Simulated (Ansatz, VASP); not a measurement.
## CO2: VASP beside Ansatz

File INCAR:

```
PREC     = Accurate       # precision mode
ENCUT    = 520            # plane-wave cutoff, eV
EDIFF    = 1E-6           # SCF threshold, eV
ISMEAR   = 0              # smearing method
SIGMA    = 0.05           # smearing width, eV
LREAL    = False          # projectors in reciprocal space
LASPH    = True           # aspherical terms in the spheres
NELM     = 60             # most SCF steps
ALGO     = Normal         # electronic algorithm
ISIF     = 2              # what is computed and relaxed
LWAVE    = False          # write WAVECAR
LCHARG   = True           # write CHGCAR
GGA      = PS             # functional
LELF     = True           # ELF
LVHAR    = True         
NBANDS   = 44             # bands
```

The input KPOINTS:

```
Automatic mesh
0
Gamma
  4 4 4
```

The input POSCAR:

```
CO2
1.0
    5.1619422692      0.0000000000      0.0000000000
    0.0000000000      5.7999351339      0.0000000000
    0.0000000000      0.0000000000      5.7999351339
C O
4 8
Direct
    0.0000000000      0.0000000000      0.0000000000
    0.5000000000      0.0000000000      0.5000000000
    0.5000000000      0.5000000000      0.0000000000
    0.0000000000      0.5000000000      0.5000000000
    0.1161576883      0.1161576883      0.1161576883
    0.3838423117      0.8838423117      0.6161576883
    0.6161576883      0.3838423117      0.8838423117
    0.8838423117      0.6161576883      0.3838423117
    0.8838423117      0.8838423117      0.8838423117
    0.6161576883      0.1161576883      0.3838423117
    0.3838423117      0.6161576883      0.1161576883
    0.1161576883      0.3838423117      0.6161576883
```

Input for Ansatz:

```yaml
crystal:
  lattice:
    - [5.1619422692, 0.0, 0.0]
    - [0.0, 5.7999351339, 0.0]
    - [0.0, 0.0, 5.7999351339]
  atoms:
    - { symbol: C, position: [0.0, 0.0, 0.0] }
    - { symbol: C, position: [0.5, 0.0, 0.5] }
    - { symbol: C, position: [0.5, 0.5, 0.0] }
    - { symbol: C, position: [0.0, 0.5, 0.5] }
    - { symbol: O, position: [0.1161576883, 0.1161576883, 0.1161576883] }
    - { symbol: O, position: [0.3838423117, 0.8838423117, 0.6161576883] }
    - { symbol: O, position: [0.6161576883, 0.3838423117, 0.8838423117] }
    - { symbol: O, position: [0.8838423117, 0.6161576883, 0.3838423117] }
    - { symbol: O, position: [0.8838423117, 0.8838423117, 0.8838423117] }
    - { symbol: O, position: [0.6161576883, 0.1161576883, 0.3838423117] }
    - { symbol: O, position: [0.3838423117, 0.6161576883, 0.1161576883] }
    - { symbol: O, position: [0.1161576883, 0.3838423117, 0.6161576883] }
basis:
  ecutwfc: 520.0
kpoints:
  mp_grid: { grid: [4, 4, 4] }
hamiltonian:
  xc: pbesol
scf:
  occupations: { method: gaussian, width: 0.05 }
output:
  forces: true
  stress: true
  eigenvalues: true
```

Change from the starting cell: normal strain along x -0.1100, normal strain along z +0.0000.

Alike in both runs: task single point; functional PBEsol; k mesh 4 × 4 × 4; occupations gaussian, width 0.05 eV; no spin polarisation.

|  | VASP | Ansatz |
| --- | --- | --- |
| version | VASP 6.6.1 | Ansatz 0.2.0 |
| potentials or method | VASP PAW PBE potentials, release 64 (C, O), cutoff 520 eV | scalar-relativistic, plane waves, PAW |
| valence electrons in the cell | 64 | 64 |

```csv
,VASP,Ansatz,Ansatz less VASP
gap on the k mesh at the Fermi level (eV),6.98,6.99,+0.017
least direct gap on the mesh (eV),6.98,6.99,+0.017
pressure (GPa),16.3,14.0,-2.29
"traceless stress, the component that is largest in VASP (GPa)",-1.76,-1.39,+0.373
rms of the force components (eV/Å),2.748,2.298,-0.4500
```

VASP's potentials were made for PBE, not for PBEsol. Atom by atom the forces differ by 0.450 eV/Å (rms over components).

Noted on VASP's run: the standard files for N, O and F lose accuracy on very short bonds.
